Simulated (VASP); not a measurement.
Input of a VASP 6.6.1 run:

INCAR

```
SYSTEM = Mg3Cl
PREC = Accurate
ENCUT = 520
EDIFF = 1E-6
ISMEAR = 0
SIGMA = 0.1
LREAL = .False.
LASPH = .True.
NELM = 80
ALGO = Normal
ISIF = 2
LWAVE = .False.
LCHARG = .False.
GGA = PE
NBANDS = 14
```

KPOINTS

```
regular mesh
0
Gamma
  10 10 10
  0 0 0
```

Contents of POSCAR:

```
Mg3Cl
1.0
    4.6605607777      0.0000000000      0.0000000000
    0.0000000000      4.6605607777      0.0000000000
    0.0000000000      0.0000000000      4.6605607777
Mg Cl
3 1
Direct
    0.0000000000      0.5000000000      0.5000000000
    0.5000000000      0.0000000000      0.5000000000
    0.5000000000      0.5000000000      0.0000000000
    0.0000000000      0.0000000000      0.0000000000
```

Potentials or basis: VASP PAW PBE potentials, release 64 (Mg, Cl).

Launch:

```bash
$ cat potpaw_PBE.64/Mg/POTCAR potpaw_PBE.64/Cl/POTCAR > POTCAR
$ mpirun -np 1 vasp_std > vasp.out
```

Estimate the band gap on the k mesh.

zero (an odd number of electrons rules out a gap without spin polarisation).

Estimate the pressure.

-0.1 GPa.
